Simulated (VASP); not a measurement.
Here is a VASP 6.6.1 calculation.

File INCAR:

```
SYSTEM = BiO5
PREC = Accurate ; ENCUT = 520
EDIFF = 1E-6 ; ISMEAR = 0
SIGMA = 0.1 ; LREAL = .False.
LASPH = .True. ; NELM = 100
ALGO = Normal ; ISIF = 2
LWAVE = .False. ; LCHARG = .False.
GGA = PE ; NBANDS = 32
```

Contents of KPOINTS:

```
regular mesh
0
Gamma
  4 4 4
  0 0 0
```

The input POSCAR:

```
BiO5
1.0
    0.0000000000      3.1615868269      3.1615868269
    3.1615868269      0.0000000000      3.1615868269
    3.1615868269      3.1615868269      0.0000000000
Bi O
1 5
Direct
    0.5000000000      0.5000000000      0.5000000000
    0.3539779159      0.8820073614      0.8820073614
    0.8820073614      0.8820073614      0.8820073614
    0.2500000000      0.2500000000      0.2500000000
    0.8820073614      0.8820073614      0.3539779159
    0.8820073614      0.3539779159      0.8820073614
```

Potentials or basis: VASP PAW PBE potentials, release 64 (Bi_d, O).

Run with:

```console
$ cat potpaw_PBE.64/Bi_d/POTCAR potpaw_PBE.64/O/POTCAR > POTCAR
$ mpirun -np 1 vasp_std > vasp.out
```

Predict the pressure.

-0.2 GPa.

Predict the largest force.

0.007 eV/Å.

Forces on the atoms (eV/Å):
```
Bi   0.000  0.000  0.000
O    0.004 -0.004 -0.004
O    0.004  0.004  0.004
O    0.000  0.000  0.000
O   -0.004 -0.004  0.004
O   -0.004  0.004 -0.004
```

Caveat: the k points lie up to 0.43 Å⁻¹ apart; an odd number of electrons without spin polarisation forces a metal; a magnetic or distorted state may lie lower.
